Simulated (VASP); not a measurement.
A run of VASP 6.6.1 is set up as follows.

The input INCAR:

```
  PREC = Accurate
  ENCUT = 520
  EDIFF = 1E-6
  ISMEAR = 0
  SIGMA = 0.1
  LREAL = False
  LASPH = True
  NELM = 60
  ALGO = Normal
  ISIF = 2
  LWAVE = False
  LCHARG = False
  GGA = PE
  NBANDS = 26
```

KPOINTS

```
regular mesh
0
Gamma
  10 10 6
```

File POSCAR:

```
GeSb3Te
1.0
    4.3330482488      0.0000000000      0.0000000000
    0.0000000000      4.3330482488      0.0000000000
    0.0000000000      0.0000000000      7.8940399789
Ge Sb Te
1 3 1
Direct
    0.5000000000      0.5000000000      0.7269384380
    0.5000000000      0.5000000000      0.1012896985
    0.0000000000      0.5000000000      0.4735891049
    0.5000000000      0.0000000000      0.4735891049
    0.0000000000      0.0000000000      0.9924936537
```

Potentials or basis: VASP PAW PBE potentials, release 64 (Ge_d, Sb, Te).

Run with:

```sh
$ cat potpaw_PBE.64/Ge_d/POTCAR potpaw_PBE.64/Sb/POTCAR potpaw_PBE.64/Te/POTCAR > POTCAR
$ mpirun -np 1 vasp_std > vasp.out
```

Problem. Predict the pressure.

Solution. 0.0 GPa.

Problem. What does it give for the largest force?

Solution. 0.015 eV/Å.

Forces in eV/Å, atoms in the order of the input:
```
Ge   0.000  0.000  0.015
Sb   0.000  0.000  0.005
Sb   0.000  0.000 -0.011
Sb   0.000  0.000 -0.011
Te   0.000  0.000  0.002
```

Caveat: this functional lacks dispersion, which binds the layers, so the pressure and a relaxed spacing across them are unreliable.
